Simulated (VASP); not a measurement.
# TiH (I4/mmm) in VASP: notebook, part 2 of 2

VASP 6.6.1.

**3. Single point, LDA**

This run uses another cell than the first one, of the same volume but with other edges.

INCAR reads:

```
  PREC = Accurate
  ENCUT = 520
  EDIFF = 1E-6
  ISMEAR = 0
  SIGMA = 0.15
  LREAL = False
  LASPH = True
  NELM = 60
  ALGO = Normal
  ISIF = 2
  LWAVE = False
  LCHARG = False
  GGA = CA
  NBANDS = 14
```

KPOINTS reads:

```
regular mesh
0
Gamma
  22 22 22
```

POSCAR reads:

```
TiH
1.0
    0.0000000000      1.8618022971      2.6325884481
    1.8618022971      0.0000000000      2.6325884481
    1.8618022971      1.8618022971      0.0000000000
Ti H
1 1
Direct
    0.0000000000      0.0000000000      0.0000000000
    0.5000000000      0.5000000000      0.5000000000
```

Potentials or basis: VASP PAW LDA potentials, release 64 (Ti_sv, H).

On the command line:

```sh
cat potpaw_LDA.64/Ti_sv/POTCAR potpaw_LDA.64/H/POTCAR > POTCAR
mpirun -np 1 vasp_std > vasp.out
```

OUTCAR:

```text
PREC = Accurate
   ENCUT = 520
   EDIFF = 1E-6
   ISMEAR = 0
   LREAL = False
   LASPH = True
   NELM = 60
   ISIF = 2
   GGA = CA

 ion  position               nearest neighbor table
   1  0.000  0.000  0.000-   2 1.86   2 1.86   2 1.86   2 1.86
   2  0.500  0.500  0.500-   1 1.86   1 1.86   1 1.86   1 1.86

  LATTYP: Found a body centered tetragonal cell.
 ALAT       =     2.6329860590
 C/A-ratio  =     1.9996979772

  Lattice vectors:

 A1 = (  -1.8618022971,   0.0000000000,   2.6325884481)
 A2 = (   1.8618022971,   0.0000000000,   2.6325884481)
 A3 = (   0.0000000000,   1.8618022971,  -2.6325884481)

Analysis of symmetry for initial positions (statically):
=====================================================================
 Subroutine PRICEL returns:
 Original cell was already a primitive cell.

 Routine SETGRP: Setting up the symmetry group for a
 body centered tetragonal supercell.

 Subroutine GETGRP returns: Found 16 space group operations
 (whereof 16 operations were pure point group operations)
 out of a pool of 16 trial point group operations.

The static configuration has the point symmetry D_4h.

[... 175 lines left out ...]
      7       7.7117      2.00000
      8      10.4964      0.00000
      9      10.4964      0.00000
     10      11.9071      0.00000
     11      20.3612      0.00000
     12      20.6957      0.00000
     13      24.7500      0.00000
     14      27.0726      0.00000
[... 377 lines left out ...]
      1     -47.3915      2.00000
      2     -24.7346      2.00000
      3     -24.0026      2.00000
      4     -23.6477      2.00000
      5       3.8719      2.00000
      6       5.6337      2.00000
      7       7.5447      2.00000
      8       9.7308      0.00000
      9      11.6183      0.00000
     10      11.6787      0.00000
     11      15.9790      0.00000
     12      16.4084      0.00000
     13      24.9254      0.00000
     14      26.4191      0.00000

 [... further k-points ...]

------------------------ aborting loop because EDIFF is reached ----------------------------------------

  FORCE on cell =-STRESS in cart. coord.  units (eV):
  Direction    XX          YY          ZZ          XY          YZ          ZX
  --------------------------------------------------------------------------------------
  -------------------------------------------------------------------------------------
  Total        0.9914980      0.9914980     -1.7973235      0.0000000      0.0000000      0.0000000
  in kB       87.0406936     87.0406936   -157.7817429      0.0000000      0.0000000      0.0000000
  external PRESSURE =       5.4332148 kB  Pullay stress =       0.0000000 kB

 VOLUME and BASIS-vectors are now :
 -----------------------------------------------------------------------------
  energy-cutoff  :      520.00
  volume of cell :       18.25
      direct lattice vectors                 reciprocal lattice vectors
     0.000000000  1.861802297  2.632588448    -0.268556979  0.268556979  0.189927142
     1.861802297  0.000000000  2.632588448     0.268556979 -0.268556979  0.189927142
     1.861802297  1.861802297  0.000000000     0.268556979  0.268556979 -0.189927142

 POSITION                                       TOTAL-FORCE (eV/Angst)
 -----------------------------------------------------------------------------------
      0.00000      0.00000      0.00000        -0.000000     -0.000000     -0.000000
      1.86180      1.86180      2.63259         0.000000      0.000000      0.000000
 -----------------------------------------------------------------------------------
    total drift:                                0.000000     -0.000000     -0.000000

  FREE ENERGIE OF THE ION-ELECTRON SYSTEM (eV)
  ---------------------------------------------------
  free  energy   TOTEN  =       -12.6885678487 eV

  energy  without entropy=      -12.6770135105  energy(sigma->0) =      -12.68279068
```

OSZICAR:

```text
N       E                     dE             d eps       ncg     rms          rms(c)
DAV:   1     0.939880184816E+02    0.93988E+02   -0.64577E+03 23428   0.105E+03
DAV:   2    -0.964487893389E+01   -0.10363E+03   -0.99334E+02 24498   0.292E+02
DAV:   3    -0.141103975442E+02   -0.44655E+01   -0.44087E+01 30604   0.614E+01
DAV:   4    -0.142009701750E+02   -0.90573E-01   -0.90463E-01 26350   0.791E+00
DAV:   5    -0.142029575201E+02   -0.19873E-02   -0.19872E-02 27886   0.105E+00    0.118E+01
DAV:   6    -0.127638377077E+02    0.14391E+01   -0.19001E+00 25788   0.217E+01    0.306E+00
DAV:   7    -0.126910171783E+02    0.72821E-01   -0.21220E-01 29640   0.365E+00    0.138E+00
DAV:   8    -0.126872952964E+02    0.37219E-02   -0.42459E-02 27612   0.236E+00    0.497E-01
DAV:   9    -0.126885512087E+02   -0.12559E-02   -0.46791E-03 29216   0.598E-01    0.138E-01
DAV:  10    -0.126885831726E+02   -0.31964E-04   -0.45934E-04 24416   0.290E-01    0.291E-02
DAV:  11    -0.126885686848E+02    0.14488E-04   -0.28771E-05 26976   0.618E-02    0.945E-03
DAV:  12    -0.126885678487E+02    0.83606E-06   -0.10008E-06 22214   0.974E-03
   1 F= -.12688568E+02 E0= -.12682791E+02  d E =-.115543E-01
```

stdout:

```text
POSCAR found type information on POSCAR TiH
 POSCAR found :  2 types and       2 ions
 scaLAPACK will be used
 LDA part: xc-table for (Slater(with rela. corr.)+CA(PZ))
 , standard interpolation
 POSCAR, INCAR and KPOINTS ok, starting setup
 FFT: planning ... GRIDC
 FFT: planning ... GRID_SOFT
 FFT: planning ... GRID
 WAVECAR not read
 entering main loop
```

Run time: 4.8 min. Hardware: 1 thread of Intel Xeon 8259CL, shared host; peak memory 0.31 GiB.

Results:

```yaml
Free_energy: -12.6886 eV
Pressure: 0.5 GPa
Band_gap_on_the_k_mesh: zero (an odd number of electrons rules out a gap without spin polarisation)
```

**4. Single point, LDA**

This run uses another cell than the first one, of the same volume but with other edges.

INCAR reads:

```
  ALGO = Normal
  EDIFF = 1E-6
  ENCUT = 520
  GGA = CA
  ISIF = 2
  ISMEAR = 0
  LASPH = True
  LCHARG = False
  LREAL = False
  LWAVE = False
  NBANDS = 14
  NELM = 60
  PREC = Accurate
  SIGMA = 0.15
```

KPOINTS reads:

```
k-points
0
Gamma
  22 22 22
```

POSCAR reads:

```
TiH
1.0
    0.0000000000      2.2060247963      1.8751210769
    2.2060247963      0.0000000000      1.8751210769
    2.2060247963      2.2060247963      0.0000000000
Ti H
1 1
Direct
    0.0000000000      0.0000000000      0.0000000000
    0.5000000000      0.5000000000      0.5000000000
```

On the command line:

```sh
cat potpaw_LDA.64/Ti_sv/POTCAR potpaw_LDA.64/H/POTCAR > POTCAR
mpirun -np 1 vasp_std > vasp.out
```

Run time: 5.6 min. Hardware: 1 thread of Intel Xeon 8259CL, shared host; peak memory 0.31 GiB.

The run converged. Its results:

```
Free energy            : -12.8655 eV
Pressure               : -6.9 GPa
Band gap on the k mesh : zero (an odd number of electrons rules out a gap without spin polarisation)
```

Stress tensor (GPa, compression positive):
```
-9.84  0.00  0.00
 0.00 -9.84  0.00
 0.00  0.00 -0.89
```

Levels at points of the mesh, in eV from the Fermi level:
| k point | band 3 | band 4 | band 5 | band 6 | band 7 | band 8 | band 9 | band 10 | band 11 | band 12 |
| --- | --- | --- | --- | --- | --- | --- | --- | --- | --- | --- |
| (0.00, 0.00, 0.00) | -32.19 | -32.19 | -9.22 | 0.51 | 0.51 | 1.54 | 1.67 | 2.15 | 11.61 | 15.21 |
| (0.50, 0.00, 0.00) | -32.34 | -32.25 | -4.65 | -2.94 | -0.26 | 1.06 | 3.02 | 3.73 | 7.41 | 9.11 |
| (0.50, 0.50, 0.00) | -32.52 | -32.52 | -6.61 | -1.93 | 3.39 | 3.71 | 3.71 | 3.99 | 7.94 | 8.20 |
| (0.50, 0.00, 0.50) | -32.51 | -32.28 | -6.76 | -1.45 | 1.01 | 2.90 | 3.30 | 3.99 | 6.56 | 10.44 |

Caveat: the cell stands under tension.

**5. Single point, LDA**

This run uses another cell than the first one, of the same volume but with other edges.

INCAR reads:

```
  PREC = Accurate
  ENCUT = 520
  EDIFF = 1E-6
  ISMEAR = 0
  SIGMA = 0.15
  LREAL = F
  LASPH = T
  NELM = 100
  ALGO = Normal
  ISIF = 2
  LWAVE = F
  LCHARG = F
  NBANDS = 14
```

KPOINTS reads:

```
Automatic mesh
0
Gamma
  22 22 22
```

POSCAR reads:

```
TiH
1.0
    0.0000000000      1.9664803735      2.3597764482
    1.9664803735      0.0000000000      2.3597764482
    1.9664803735      1.9664803735      0.0000000000
Ti H
1 1
Direct
    0.0000000000      0.0000000000      0.0000000000
    0.5000000000      0.5000000000      0.5000000000
```

On the command line:

```sh
cat potpaw_LDA.64/Ti_sv/POTCAR potpaw_LDA.64/H/POTCAR > POTCAR
mpirun -np 1 vasp_std > vasp.out
```

Wall time 5.3 min (1 thread of Intel Xeon 8259CL, shared host); peak memory 0.31 GiB.

Results (log left out):

```
Free energy            : -12.8691 eV
Pressure               : -6.7 GPa
Band gap on the k mesh : zero (an odd number of electrons rules out a gap without spin polarisation)
```

Stress tensor (GPa, compression positive):
```
 -4.80   0.00   0.00
  0.00  -4.80   0.00
  0.00   0.00 -10.45
```

Levels at points of the mesh, in eV from the Fermi level:
| k point | band 3 | band 4 | band 5 | band 6 | band 7 | band 8 | band 9 | band 10 | band 11 | band 12 |
| --- | --- | --- | --- | --- | --- | --- | --- | --- | --- | --- |
| (0.00, 0.00, 0.00) | -32.22 | -32.22 | -9.30 | -0.19 | 0.85 | 1.39 | 1.39 | 2.90 | 11.37 | 14.38 |
| (0.50, 0.00, 0.00) | -32.38 | -32.22 | -4.73 | -2.97 | -0.33 | 0.97 | 3.12 | 3.56 | 7.42 | 8.78 |
| (0.50, 0.50, 0.00) | -32.33 | -32.33 | -6.98 | -1.63 | 0.01 | 3.36 | 3.62 | 3.62 | 5.73 | 11.85 |
| (0.50, 0.00, 0.50) | -32.67 | -32.38 | -6.77 | -1.68 | 2.95 | 2.98 | 2.99 | 4.33 | 7.72 | 8.74 |

Caveat: the cell stands under tension.

**6. Overview**

| cell | gap on the mesh (eV) | pressure (GPa) |
| --- | --- | --- |
| a = 2.873, b = 2.873, c = 3.317 Å, angles 54.7, 54.7, 70.5°, 2 atoms | none | 4.0 |
| a = 3.224, b = 3.224, c = 2.633 Å, angles 65.9, 65.9, 48.2°, 2 atoms | none | 0.5 |
| a = 2.895, b = 2.895, c = 3.120 Å, angles 57.4, 57.4, 65.2°, 2 atoms | none | -6.9 |
| a = 3.072, b = 3.072, c = 2.781 Å, angles 63.1, 63.1, 53.8°, 2 atoms | none | -6.7 |

Alike in all rows: task single point; level LDA; potentials or basis VASP PAW LDA potentials, release 64 (Ti_sv, H); no spin polarisation; k mesh 22 × 22 × 22; cutoff (eV) 520; smearing gaussian 0.15 eV.

Caveats: the cell stands under tension (at least some runs); the cell stands under pressure (at least some runs).

Absolute energies hang on the potentials; compare differences alone.
